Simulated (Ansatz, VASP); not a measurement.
**One calculation of CuO, two programs**

Contents of INCAR:

```
SYSTEM = CuO
ALGO = Normal
EDIFF = 1E-7
ENCUT = 520
ISIF = 2
ISMEAR = -1
LASPH = .True.
LCHARG = .False.
LREAL = .False.
LWAVE = .False.
NBANDS = 25
NELM = 80
PREC = Accurate
SIGMA = 0.05
```

The input KPOINTS:

```
k-points
0
Gamma
  10 10 5
  0 0 0
```

The input POSCAR:

```
CuO
1.0
    0.1883312728     -2.1577088141     -2.0294313103
   -2.0061679202      0.1055817978     -1.9466818354
    2.3672052547      2.2704977238     -4.3599828031
Cu O
2 2
Direct
    0.4562322400      0.5306856300      0.4854117400
    0.9742842800      0.9858673900      0.0243612000
    0.8016626700      0.7447211200      0.7392802400
    0.2678208100      0.2387258700      0.2509468100
```

File input.yaml:

```yaml
crystal:
  lattice:
    - [0.1883312728, -2.1577088141, -2.0294313103]
    - [-2.0061679202, 0.1055817978, -1.9466818354]
    - [2.3672052547, 2.2704977238, -4.3599828031]
  atoms:
    - { symbol: Cu, position: [0.45623224, 0.53068563, 0.48541174] }
    - { symbol: Cu, position: [0.97428428, 0.98586739, 0.0243612] }
    - { symbol: O, position: [0.80166267, 0.74472112, 0.73928024] }
    - { symbol: O, position: [0.26782081, 0.23872587, 0.25094681] }
hamiltonian:
  xc: lda
  pseudopotentials: { kind: paw }
kpoints:
  mp_grid: { grid: [10, 10, 5] }
scf:
  occupations: { method: fermi_dirac, width: 0.05 }
output:
  forces: true
  stress: true
  eigenvalues: true
  write_density: true
  write_potential: true
  elf: true
  volumetric_format: npy
```

Alike in both runs: task single point; functional LDA; k mesh 10 × 10 × 5; occupations fermi-dirac, width 0.05 eV; no spin polarisation.

|  | VASP | Ansatz |
| --- | --- | --- |
| version | VASP 6.6.1 | Ansatz 0.2.0 |
| potentials or method | VASP PAW LDA potentials, release 64 (Cu, O) | Ansatz PAW |
| plane-wave cutoff (eV) | 520 | 420 |
| valence electrons in the cell | 34 | 50 |

Ansatz gave:

- gap on the k mesh at the Fermi level (eV): none
- pressure (GPa): -15.9
- traceless stress, the component that is largest in VASP (GPa): 8.27
- rms of the force components (eV/Å): 0.647

Problem. What did VASP give for the same quantities?

Solution. gap on the k mesh at the Fermi level (eV): none; pressure (GPa): -15.4; traceless stress, the component that is largest in VASP (GPa): 8.28; rms of the force components (eV/Å): 0.661.

LDA's correlation is that of Perdew and Zunger in VASP and of Perdew and Wang (1992) in Ansatz. Atom by atom the forces differ by 0.018 eV/Å (rms over components). A gap of «none» marks a metal or a gap that the smearing closes. VASP's potentials hold 34 valence electrons a cell and Ansatz's 50, so a difference there can come from the potentials and not from the codes.
